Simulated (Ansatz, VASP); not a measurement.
**Rb2CaYF6 in VASP and in Ansatz**

```
F Ca Y Rb
1.0
     0.00000    4.44239    4.44239
     4.44239    0.00000    4.44239
     4.44239    4.44239    0.00000
F Ca Y Rb
6 1 1 2
Direct
  0.75600 0.24400 0.24400
  0.24400 0.75600 0.24400
  0.24400 0.75600 0.75600
  0.75600 0.24400 0.75600
  0.24400 0.24400 0.75600
  0.75600 0.75600 0.24400
  0.50000 0.50000 0.50000
  0.00000 0.00000 0.00000
  0.25000 0.25000 0.25000
  0.75000 0.75000 0.75000
```

Alike in both runs: task single point; functional r2SCAN; k mesh 4 × 4 × 4; occupations fermi-dirac, width 0.15 eV; no spin polarisation.

|  | VASP | Ansatz |
| --- | --- | --- |
| version | VASP 6.6.1 | Ansatz 0.2.0 |
| potentials or method | VASP PAW PBE potentials, release 64 (F, Ca_sv, Y_sv, Rb_sv), cutoff 520 eV | PAW plane waves |
| valence electrons in the cell | 81 | 81 |

```tsv
	VASP	Ansatz	Ansatz less VASP
gap on the k mesh at the Fermi level (eV)	none	none	-
pressure (GPa)	4.8	4.7	-0.11
rms of the force components (eV/Å)	0.233	0.249	+0.0161
```

VASP's potentials were made for PBE, not for r2SCAN. Atom by atom the forces differ by 0.016 eV/Å (rms over components). A gap of «none» marks a metal or a gap that the smearing closes.
